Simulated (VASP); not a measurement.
# Ti2B: relaxation of cell and atoms with PBE

Crystal: Ti2B.

```
CELL_PARAMETERS angstrom
-2.82907 2.82907 2.36827
2.82907 -2.82907 2.36827
2.82907 2.82907 -2.36827
ATOMIC_POSITIONS crystal
Ti 0.66440 0.16440 0.82880
Ti 0.33560 0.83560 0.17120
Ti 0.83560 0.66440 0.50000
Ti 0.16440 0.33560 0.50000
B 0.75000 0.75000 0.00000
B 0.25000 0.25000 0.00000
```

| Item | Value |
| --- | --- |
| Program | VASP 6.6.1 |
| Task | relaxation of cell and atoms |
| Functional | PBE |
| Potentials or basis | VASP PAW PBE potentials, release 64 (Ti_sv, B) |
| Cutoff | 600 eV |
| k mesh | 10 × 10 × 10 |
| Occupations | gaussian, width 0.1 eV |
| Spin | no spin polarisation |
| Dipole correction | no |
| Further INCAR settings | ALGO = Fast; EDIFF = 1e-06; IBRION = 2; EDIFFG = -0.01; NSW = 100; ISIF = 3 |

```yaml
Relaxed_volume: 12.69 Å³/atom
Relaxed_cell: a = 4.653 Å, b = 4.653 Å, c = 4.653 Å, α = 105.20°, β = 105.20°, γ = 118.39°
Space_group_after_relaxing_to_0.1_Å: I4/mcm (No. 140)
Energy_gained_by_relaxing: 0.9 meV/atom
Ionic_steps: 6
Pressure_after_relaxing: 0.0 GPa
Band_gap_on_the_k_mesh: zero (bands 27 and 28 overlap by 0.90 eV)
```

Step by step:
```
step  energy change (eV)  largest force (eV/Å)  pressure (GPa)  volume (Å³)
   1              0.0000                0.1337            0.40        75.82
   2             -0.0040                0.0722           -0.21        76.17
   3             -0.0045                0.0445           -0.50        76.33
   4             -0.0048                0.0160            0.40        75.95
   5             -0.0051                0.0100            0.05        76.10
   6             -0.0051                0.0011            0.03        76.12
```

Final structure:
```
Ti B
1.0
    -2.82603    2.82603    2.38286
     2.82603   -2.82603    2.38286
     2.82603    2.82603   -2.38286
Ti B
4 2
Direct
  0.66600 0.16600 0.83200
  0.33400 0.83400 0.16800
  0.83400 0.66600 0.50000
  0.16600 0.33400 0.50000
  0.75000 0.75000 0.00000
  0.25000 0.25000 0.00000
```

Levels at points of the mesh, in eV from the Fermi level:
```tsv
k point	band 23	band 24	band 25	band 26	band 27	band 28	band 29	band 30	band 31	band 32
(0.00, 0.00, 0.00)	-1.18	-0.82	-0.82	-0.77	-0.77	0.02	1.25	1.61	1.84	2.38
(0.50, 0.00, 0.00)	-0.47	-0.47	-0.36	-0.36	-0.03	-0.03	0.52	0.52	2.20	2.20
(0.50, 0.50, 0.00)	-1.20	-1.18	-0.93	-0.80	-0.36	0.13	1.38	1.63	1.73	2.24
(0.50, 0.50, 0.50)	-1.63	-1.05	-0.61	0.01	0.68	0.69	0.92	0.92	1.57	2.14
```

It took 44 min on 1 thread of AMD EPYC 9R45 96-Core Processor (Zen 5), on a shared host, peak memory 0.4 GiB.
